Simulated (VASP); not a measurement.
# Ta4N (Pm-3m) in VASP: further runs

Ta4N is run at these levels: PBE; tasks: single point, relaxation of cell and atoms.

Program: VASP 6.6.1. These are calculated values, not measurements. Logs are shortened: lines on timing, memory, paths and dates and some standing lists are left out, and cuts for length are marked.

## (1) The cell of the first run

The structure is cubic, space group Pm-3m (No. 221). Conventional cell: a = 4.230 Å, b = 4.230 Å, c = 4.230 Å, α = 90.00°, β = 90.00°, γ = 90.00°. Within 2.8 Å of Ta (site symmetry 4/mmm) lie 2 N at 2.12 Å. Ta (site symmetry m-3m) has 12 Ta at 2.99 Å and 8 N at 3.66 Å within 3.9 Å. Within 2.8 Å of N (site symmetry m-3m) lie 6 Ta at 2.12 Å.

The cell was built from a structure type or drawn by symmetry, and may not be a known phase.

## (2) Single point, PBE, collinear spin

Contents of INCAR:

```
PREC = Accurate ; ENCUT = 520
EDIFF = 1E-6 ; ISMEAR = 0
SIGMA = 0.1 ; LREAL = F
LASPH = T ; NELM = 150
ALGO = Normal ; ISIF = 2
LWAVE = F ; LCHARG = T
ISPIN = 2 ; MAGMOM = 1 1 1 1 0
LORBIT = 11 ; LMAXMIX = 4
GGA = PE ; LELF = T
LVHAR = T ; NBANDS = 36
```

Contents of KPOINTS:

```
regular mesh
0
Gamma
  4 4 4
```

Contents of POSCAR:

```
Ta4N
1.0
    4.2303127500      0.0000000000      0.0000000000
    0.0000000000      4.2303127500      0.0000000000
    0.0000000000      0.0000000000      4.2303127500
Ta N
4 1
Direct
    0.5000000000      0.0000000000      0.0000000000
    0.0000000000      0.5000000000      0.0000000000
    0.0000000000      0.0000000000      0.5000000000
    0.5000000000      0.5000000000      0.5000000000
    0.0000000000      0.0000000000      0.0000000000
```

Potentials or basis: VASP PAW PBE potentials, release 64 (Ta_pv, N).

Run with:

```
$ cat potpaw_PBE.64/Ta_pv/POTCAR potpaw_PBE.64/N/POTCAR > POTCAR
$ mpirun -np 1 vasp_std > vasp.out
```

OUTCAR:

```text
PREC = Accurate
   ENCUT = 520
   EDIFF = 1E-6
   ISMEAR = 0
   LREAL = F
   LASPH = T
   NELM = 150
   ISIF = 2
   ISPIN = 2
   LORBIT = 11
   GGA = PE

 ion  position               nearest neighbor table
   1  0.500  0.000  0.000-   5 2.12   5 2.12   4 2.99   2 2.99   3 2.99   4 2.99   2 2.99   4 2.99
                             4 2.99   2 2.99   3 2.99   3 2.99   3 2.99   2 2.99
   2  0.000  0.500  0.000-   5 2.12   5 2.12   4 2.99   1 2.99   3 2.99   4 2.99   1 2.99   3 2.99
                             3 2.99   3 2.99   1 2.99   4 2.99   4 2.99   1 2.99
   3  0.000  0.000  0.500-   5 2.12   5 2.12   4 2.99   1 2.99   1 2.99   2 2.99   2 2.99   2 2.99
                             4 2.99   2 2.99   1 2.99   4 2.99   1 2.99   4 2.99
   4  0.500  0.500  0.500-   1 2.99   2 2.99   3 2.99   1 2.99   2 2.99   1 2.99   3 2.99   1 2.99
                             2 2.99   3 2.99   2 2.99   3 2.99
   5  0.000  0.000  0.000-   1 2.12   2 2.12   3 2.12   3 2.12   2 2.12   1 2.12

  LATTYP: Found a simple cubic cell.
 ALAT       =     4.2303127500

  Lattice vectors:

 A1 = (   4.2303127500,   0.0000000000,   0.0000000000)
 A2 = (   0.0000000000,   4.2303127500,   0.0000000000)
 A3 = (   0.0000000000,   0.0000000000,   4.2303127500)

Analysis of symmetry for initial positions (statically):
=====================================================================
 Subroutine PRICEL returns:
 Original cell was already a primitive cell.

 Routine SETGRP: Setting up the symmetry group for a
 simple cubic supercell.

 Subroutine GETGRP returns: Found 48 space group operations
 (whereof 48 operations were pure point group operations)
 out of a pool of 48 trial point group operations.

The static configuration has the point symmetry O_h .

Analysis of symmetry for dynamics (positions and initial velocities):
=====================================================================
 Subroutine PRICEL returns:
 Original cell was already a primitive cell.

 Routine SETGRP: Setting up the symmetry group for a
 simple cubic supercell.

 Subroutine GETGRP returns: Found 48 space group operations
 (whereof 48 operations were pure point group operations)
 out of a pool of 48 trial point group operations.

The dynamic configuration has the point symmetry O_h .

Analysis of structural, dynamic, and magnetic symmetry:
=====================================================================
 Subroutine PRICEL returns:
 Original cell was already a primitive cell.

 Routine SETGRP: Setting up the symmetry group for a
 simple cubic supercell.

 Subroutine GETGRP returns: Found 48 space group operations
 (whereof 48 operations were pure point group operations)
 out of a pool of 48 trial point group operations.

The overall configuration has the point symmetry O_h .

 Subroutine INISYM returns: Found 48 space group operations
 (whereof 48 operations are pure point group operations),
 and found     1 'primitive' translations

----------------------------------------------------------------------------------------

                                     Primitive cell

  volume of cell :      75.7038

  direct lattice vectors                    reciprocal lattice vectors
     4.230312750  0.000000000  0.000000000     0.236389142  0.000000000  0.000000000
     0.000000000  4.230312750  0.000000000     0.000000000  0.236389142  0.000000000
     0.000000000  0.000000000  4.230312750     0.000000000  0.000000000  0.236389142

  length of vectors
     4.230312750  4.230312750  4.230312750     0.236389142  0.236389142  0.236389142

  position of ions in fractional coordinates (direct lattice)
     0.500000000  0.000000000  0.000000000
     0.000000000  0.500000000  0.000000000
     0.000000000  0.000000000  0.500000000
     0.500000000  0.500000000  0.500000000
     0.000000000  0.000000000  0.000000000

  ion indices of the primitive-cell ions
   primitive index   ion index
                 1           1
                 2           2
                 3           3
                 4           4
                 5           5

----------------------------------------------------------------------------------------

[... 21 lines left out ...]

 Found     10 irreducible k-points:

 Following reciprocal coordinates:
            Coordinates               Weight
  0.000000  0.000000  0.000000      1.000000
  0.250000  0.000000  0.000000      6.000000
  0.500000  0.000000  0.000000      3.000000
  0.250000  0.250000  0.000000     12.000000
  0.500000  0.250000  0.000000     12.000000
  0.500000  0.500000  0.000000      3.000000
  0.250000  0.250000  0.250000      8.000000
  0.500000  0.250000  0.250000     12.000000
  0.500000  0.500000  0.250000      6.000000
  0.500000  0.500000  0.500000      1.000000
   k-points           NKPTS =     10   k-points in BZ     NKDIM =     10   number of bands    NBANDS=     36
   number of dos      NEDOS =    301   number of ions     NIONS =      5
   total plane-waves  NPLWV =  32768
   dimension x,y,z NGX =    32 NGY =   32 NGZ =   32
   dimension x,y,z NGXF=    64 NGYF=   64 NGZF=   64
   ions per type =               4   1
   NGX,Y,Z   is equivalent  to a cutoff of  12.58, 12.58, 12.58 a.u.
   NGXF,Y,Z  is equivalent  to a cutoff of  25.15, 25.15, 25.15 a.u.
 SYSTEM =  unknown system
   PREC   = accura    normal or accurate (medium, high low for compatibility)
   ISTART =      0    job   : 0-new  1-cont  2-samecut
   ICHARG =      2    charge: 1-file 2-atom 10-const
   ISPIN  =      2    spin polarized calculation?
   LNONCOLLINEAR =      F non collinear calculations
   LSORBIT =      F    spin-orbit coupling
   LASPH  =      T    aspherical Exc in radial PAW
   ENCUT  =  520.0 eV  38.22 Ry    6.18 a.u.   7.87  7.87  7.87*2*pi/ulx,y,z
   NELM   =    150;   NELMIN=  2; NELMDL= -5     # of ELM steps
   EDIFF  = 0.1E-05   stopping-criterion for ELM
   LREAL  =      F    real-space projection
[... 7 lines left out ...]
   TEBEG  =    0.0;   TEEND  =   0.0 temperature during run
   PSTRESS=    0.0 pullay stress
   NELECT =      49.0000    total number of electrons
   NUPDOWN=      -1.0000    fix difference up-down
   EMIN   =  10.00;   EMAX   =-10.00  energy-range for DOS
   EFERMI =   0.00;   METHOD = LEGACY
   ISMEAR =     0;   SIGMA  =   0.10  broadening in eV -4-tet -1-fermi 0-gaus
   EFERMI_NEDOS =   21; number of points for ismear=-14 and -15
   IALGO  =     38    algorithm
   IMIX   =      4    mixing-type and parameters
     AMIX     =   0.40;   BMIX     =  1.00
     AMIX_MAG =   1.60;   BMIX_MAG =  1.00
  volume/ion in A,a.u.               =      15.14       102.17
  Fermi-wavevector in a.u.,A,eV,Ry     =   1.416123  2.676085 27.285192  2.005405
  Thomas-Fermi vector in A             =   2.537490
   LORBIT       =     11    0 simple, 1 ext, 2 COOP (PROOUT), +10 PAW based schemes
   GGA     = PE    functional components
   LHFCALC =     F    Hartree Fock is set to
   AEXX    =    0.0000 exact exchange contribution
   IVDW    =     0    specifies the selected vdW correction
   LEPSILON=     F    determine dielectric tensor
   LRPA    =     F    only Hartree local field effects (RPA)
 spin polarized calculation
 Gauss-broadening in eV      SIGMA  =   0.10
  energy-cutoff  :      520.00
  volume of cell :       75.70
 maximum number of plane-waves:      2064
 NGX is ok and might be reduce to    32
   NGX = 15   NGY = 15   NGZ = 15

 number of electron      48.9999984 magnetization       0.0001121

 number of electron      48.9999984 magnetization      -0.0000260

 Free energy of the ion-electron system (eV)
  ---------------------------------------------------
  ext. energy  EPLUGINS =         0.00000000
  ---------------------------------------------------
  free energy    TOTEN  =       -57.62960125 eV

  energy without entropy =      -57.60595654  energy(sigma->0) =      -57.61777889

 E-fermi :   6.5264     XC(G=0): -12.8125

 val. band max:        6.4914396115   @ k =   0.5000   0.2500   0.0000
 cond. band min:       6.5606954401   @ k =   0.0000   0.0000   0.0000
 fundamental gap:      0.0692558287
 Fermi energy:         6.5264030313

 spin component 1

 k-point     1 :       0.0000    0.0000    0.0000
  band No.  band energies     occupation
      1     -28.3051      1.00000
      2     -28.3051      1.00000
      3     -28.3051      1.00000
      4     -27.7450      1.00000
      5     -27.7450      1.00000
      6     -27.7450      1.00000
[... 379 lines left out ...]
     35      12.1205      0.00000
     36      12.1205      0.00000
 Fermi energy:         6.5264030313

 spin component 2

 k-point     1 :       0.0000    0.0000    0.0000
  band No.  band energies     occupation
      1     -28.3051      1.00000
      2     -28.3051      1.00000
      3     -28.3051      1.00000
      4     -27.7450      1.00000
      5     -27.7450      1.00000
      6     -27.7450      1.00000
[... 379 lines left out ...]
     35      12.1205      0.00000
     36      12.1205      0.00000

------------------------ aborting loop because EDIFF is reached ----------------------------------------

  FORCE on cell =-STRESS in cart. coord.  units (eV):
  Direction    XX          YY          ZZ          XY          YZ          ZX
  --------------------------------------------------------------------------------------
  -------------------------------------------------------------------------------------
  Total        5.5090725      5.5090725      5.5090725      0.0000000      0.0000000     -0.0000000
  in kB      116.5927748    116.5927748    116.5927748      0.0000000      0.0000000     -0.0000000
  external PRESSURE =     116.5927748 kB  Pullay stress =       0.0000000 kB

 VOLUME and BASIS-vectors are now :
 -----------------------------------------------------------------------------
  energy-cutoff  :      520.00
  volume of cell :       75.70
      direct lattice vectors                 reciprocal lattice vectors
     4.230312750  0.000000000  0.000000000     0.236389142  0.000000000  0.000000000
     0.000000000  4.230312750  0.000000000     0.000000000  0.236389142  0.000000000
     0.000000000  0.000000000  4.230312750     0.000000000  0.000000000  0.236389142

 POSITION                                       TOTAL-FORCE (eV/Angst)
 -----------------------------------------------------------------------------------
      2.11516      0.00000      0.00000         0.000000      0.000000      0.000000
      0.00000      2.11516      0.00000         0.000000      0.000000      0.000000
      0.00000      0.00000      2.11516         0.000000      0.000000      0.000000
      2.11516      2.11516      2.11516         0.000000      0.000000      0.000000
      0.00000      0.00000      0.00000         0.000000      0.000000      0.000000
 -----------------------------------------------------------------------------------
    total drift:                                0.000000      0.000000     -0.000000

  FREE ENERGIE OF THE ION-ELECTRON SYSTEM (eV)
  ---------------------------------------------------
  free  energy   TOTEN  =       -57.6296012499 eV

  energy  without entropy=      -57.6059565377  energy(sigma->0) =      -57.61777889

 total charge

# of ion       s       p       d       tot
------------------------------------------
    1        0.346   6.229   2.401   8.977
    2        0.346   6.229   2.401   8.977
    3        0.346   6.229   2.401   8.977
    4        0.367   6.185   2.267   8.819
    5        1.252   2.587   0.000   3.839
--------------------------------------------------
tot          2.659  27.459   9.471  39.589

 magnetization (x)

# of ion       s       p       d       tot
------------------------------------------
    1        0.000  -0.000   0.000   0.000
    2        0.000  -0.000   0.000   0.000
    3        0.000  -0.000   0.000   0.000
    4       -0.000  -0.000  -0.000  -0.000
    5       -0.000   0.000   0.000   0.000
--------------------------------------------------
tot         -0.000  -0.000   0.000   0.000
```

Wall time 46 s (1 thread of AMD EPYC 7R43 (Zen 3), shared host); peak memory 0.19 GiB.

What came out:

| Property | Result |
| --- | --- |
| Free energy | -57.6296 eV |
| Pressure | 11.7 GPa |
| Net moment | 0.00 μB per cell |
| Valence electrons inside the program's atomic spheres | Ta 8.98, 8.82 (each value once); N 3.84 |

Caveat: the k points lie up to 0.37 Å⁻¹ apart; spin-orbit coupling is left out, which moves the levels of the heavy elements.

## (3) Single point, PBE, collinear spin

This run uses another cell than the first one, of 15.80 Å³/atom.

Contents of INCAR:

```
ALGO = Normal
EDIFF = 1E-7
ENCUT = 520
GGA = PE
ISIF = 2
ISMEAR = 0
ISPIN = 2
LASPH = True
LCHARG = False
LMAXMIX = 4
LORBIT = 11
LREAL = False
LWAVE = False
MAGMOM = 1 1 1 1 0
NBANDS = 36
NELM = 150
PREC = Accurate
SIGMA = 0.1
```

Contents of KPOINTS:

```
k-points
0
Gamma
  4 4 4
```

Edit POSCAR of step 2 so:

```diff
@@ -2,5 +2,5 @@
 1.0
-    4.2303127500      0.0000000000      0.0000000000
-    0.0000000000      4.2303127500      0.0000000000
-    0.0000000000      0.0000000000      4.2303127500
+    4.2908685883      0.0000000000      0.0000000000
+    0.0000000000      4.2908685883      0.0000000000
+    0.0000000000      0.0000000000      4.2908685883
 Ta N
```

Potentials or basis: VASP PAW PBE potentials, release 64 (Ta_pv, N).

Run with:

```
$ cat potpaw_PBE.64/Ta_pv/POTCAR potpaw_PBE.64/N/POTCAR > POTCAR
$ mpirun -np 1 vasp_std > vasp.out
```

Wall time 45 s (1 thread of AMD EPYC 7R43 (Zen 3), shared host); peak memory 0.19 GiB.

Results (log left out):

```yaml
Free_energy: -57.7493 eV
Pressure: 0.3 GPa
Net_moment: 0.00 μB per cell
Valence_electrons_inside_the_program's_atomic_spheres: Ta 8.89, 8.75 (each value once); N 3.80
```

Levels at points of the mesh, in eV from the Fermi level:
Spin up:
```tsv
k point	band 21	band 22	band 23	band 24	band 25	band 26	band 27	band 28
(0.00, 0.00, 0.00)	-3.60	-3.60	0.04	0.04	0.04	2.57	2.57	3.93
(0.50, 0.00, 0.00)	-1.85	-1.58	-1.58	0.17	0.17	0.30	1.12	1.69
(0.50, 0.50, 0.00)	-1.56	-1.56	-1.34	-0.96	-0.27	-0.27	1.51	1.58
(0.50, 0.50, 0.50)	-0.04	-0.04	-0.04	0.12	0.12	0.30	0.30	0.30
```
Spin down:
```csv
k point,band 20,band 21,band 22,band 23,band 24,band 25,band 26,band 27,band 28,band 29
"(0.00, 0.00, 0.00)",-3.60,-3.60,-3.60,0.04,0.04,0.04,2.57,2.57,3.93,3.93
"(0.50, 0.00, 0.00)",-2.39,-1.85,-1.58,-1.58,0.17,0.17,0.30,1.12,1.69,1.93
"(0.50, 0.50, 0.00)",-2.41,-1.56,-1.56,-1.34,-0.96,-0.27,-0.27,1.51,1.58,2.48
"(0.50, 0.50, 0.50)",-2.77,-0.04,-0.04,-0.04,0.12,0.12,0.30,0.30,0.30,4.00
```

Caveat: the k points lie up to 0.37 Å⁻¹ apart; spin-orbit coupling is left out, which moves the levels of the heavy elements.

[end of part 1 of 2]
